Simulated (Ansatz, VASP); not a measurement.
Two plane-wave programs on LiF

The input INCAR:

```
PREC = Accurate ; ENCUT = 520
EDIFF = 1E-8 ; ISMEAR = -1
SIGMA = 0.03 ; LREAL = F
LASPH = T ; NELM = 60
ALGO = Normal ; ISIF = 2
LWAVE = F ; LCHARG = F
GGA = PE ; LEFG = T
NBANDS = 12
```

KPOINTS

```
regular mesh
0
Gamma
  10 10 10
```

Contents of POSCAR:

```
LiF
1.0
    0.0000000000      2.0140000000      1.9938600000
    2.0140000000      0.0000000000      1.9938600000
    2.0140000000      2.0140000000      0.0000000000
Li F
1 1
Direct
    0.0000000000      0.0000000000      0.0000000000
    0.5000000000      0.5000000000      0.5000000000
```

Input for Ansatz:

```yaml
crystal:
  lattice:
    - [0.0, 2.014, 1.99386]
    - [2.014, 0.0, 1.99386]
    - [2.014, 2.014, 0.0]
  atoms:
    - { symbol: Li, position: [0.0, 0.0, 0.0] }
    - { symbol: F, position: [0.5, 0.5, 0.5] }
kpoints:
  mp_grid: { grid: [10, 10, 10] }
scf:
  occupations: { method: fermi_dirac, width: 0.03 }
hamiltonian:
  xc: pbe
  pseudopotentials: { kind: paw }
output:
  forces: true
  stress: true
  eigenvalues: true
  efg: { contact_densities: true }
```

Change from the starting cell: zz strain of -1 %, PAW files.

Alike in both runs: task electric field gradients; functional PBE; k mesh 10 × 10 × 10; occupations fermi-dirac, width 0.03 eV; no spin polarisation.

|  | VASP | Ansatz |
| --- | --- | --- |
| version | VASP 6.6.1 | Ansatz 0.2.0 |
| potentials or method | VASP PAW PBE potentials, release 64 (Li_sv, F) | PAW with Ansatz's default frozen-core files, scalar-relativistic |
| plane-wave cutoff (eV) | 520 | 420 |
| valence electrons in the cell | 10 | 10 |

|  | VASP | Ansatz | Ansatz less VASP |
| --- | --- | --- | --- |
| gap on the k mesh at the Fermi level (eV) | 9.17 | 9.17 | -0.003 |
| size of Vzz on the site where it differs most (V/Å²) | 0.4 | 0.3 | -0.10 |

Noted on VASP's run: the cutoff is under 1.25 times that of the potentials, so the pressure is a little rough.
